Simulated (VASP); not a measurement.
**KAgCl2: single point with r2SCAN**

KAgCl2:

```xyz
4
Lattice="2.0021 1.1559 6.6717 -2.0021 1.1559 6.6717 0.0000 -2.3119 6.6717" Properties=species:S:1:pos:R:3 pbc="T T T"
K     2.0021    1.1559    6.6717
Ag    0.0000    0.0000   10.0075
Cl    0.0000    0.0000    4.7946
Cl    0.0000    0.0000   15.2205
```

This cell differs from its parent crystal: biaxial xy strain -4.6%.

```
Program                : VASP 6.6.1
Task                   : single point
Functional             : r2SCAN
Potentials or basis    : VASP PAW PBE potentials, release 64 (K_sv, Ag, Cl)
Cutoff                 : 520 eV
k mesh                 : 8 × 8 × 8
Occupations            : gaussian, width 0.01 eV
Spin                   : no spin polarisation
Dipole correction      : no
Further INCAR settings : ALGO = Normal; EDIFF = 1e-06; NBANDS = 25
```

```yaml
Pressure: 3.8 GPa
Largest_force: 0.010 eV/Å
Band_gap_on_the_k_mesh: 3.27 eV (least direct gap 3.41 eV)
```

Forces in eV/Å, atoms in the order of the input:
```
K    0.000  0.000  0.000
Ag   0.000  0.000  0.000
Cl   0.000  0.000 -0.010
Cl   0.000  0.000  0.010
```

Stress tensor (GPa, compression positive):
```
4.15 0.00 0.00
0.00 4.15 0.00
0.00 0.00 3.16
```

Levels at points of the mesh, in eV from the valence-band top:
```csv
k point,band 14,band 15,band 16,band 17,band 18,band 19,band 20,band 21
"(0.00, 0.00, 0.00)",-1.73,-1.41,-0.14,-0.14,3.27,5.82,6.97,8.29
"(0.50, 0.00, 0.00)",-1.51,-1.36,-0.22,-0.07,5.54,5.70,7.50,8.37
"(0.50, 0.50, 0.00)",-1.51,-1.38,-0.24,-0.15,5.20,5.94,6.15,9.41
"(0.50, 0.50, 0.50)",-1.73,-1.36,0.00,0.00,4.38,5.37,6.32,8.09
```

Wall time 29 min on 1 thread of Intel(R) Xeon(R) Platinum 8375C CPU @ 2.90GHz (Ice Lake), on a shared host, peak memory 0.52 GiB.

Caveat: the cell differs from its parent crystal (biaxial xy strain -4.6%); the cell stands under pressure; the PAW data sets were made with another functional, which shifts forces and pressure a little. A k mesh can miss the band edges.
